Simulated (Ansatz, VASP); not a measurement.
**Two plane-wave programs on FePt**

```
Pt Fe
1.0
     2.72350    0.00000    0.00000
     0.00000    2.72350    0.00000
     0.00000    0.00000    3.72000
Pt Fe
1 1
Direct
  0.50000 0.50000 0.50000
  0.00000 0.00000 0.00000
```

Alike in both runs: functional BLYP; k mesh 10 × 10 × 7; occupations fermi-dirac, width 0.05 eV; collinear spin.

```csv
,VASP,Ansatz
version,VASP 6.6.1,Ansatz 0.2.0
potentials or method,"VASP PAW PBE potentials, release 64 (Pt, Fe)",Ansatz PAW
plane-wave cutoff (eV),520,420
valence electrons in the cell,18,34
task,single point,band structure
```

```tsv
	VASP	Ansatz	Ansatz less VASP
gap on the k mesh at the Fermi level (eV)	none	none	-
pressure (GPa)	14.9	14.1	-0.76
traceless stress, the component that is largest in VASP (GPa)	0.05	0.08	+0.028
net moment per atom (μB)	1.61	1.61	+0.004
size of the moment on the site where the two differ most (μB)	0.34	0.39	+0.052
```

VASP's potentials were made for PBE, not for BLYP. Site moments also hang on the region over which each program counts them. A gap of «none» marks a metal or a gap that the smearing closes. With one functional, cell and mesh, what is left measures potentials, basis and numerics. VASP's potentials hold 18 valence electrons a cell and Ansatz's 34, so a difference there can come from the potentials and not from the codes.

Spin-orbit coupling is off throughout.
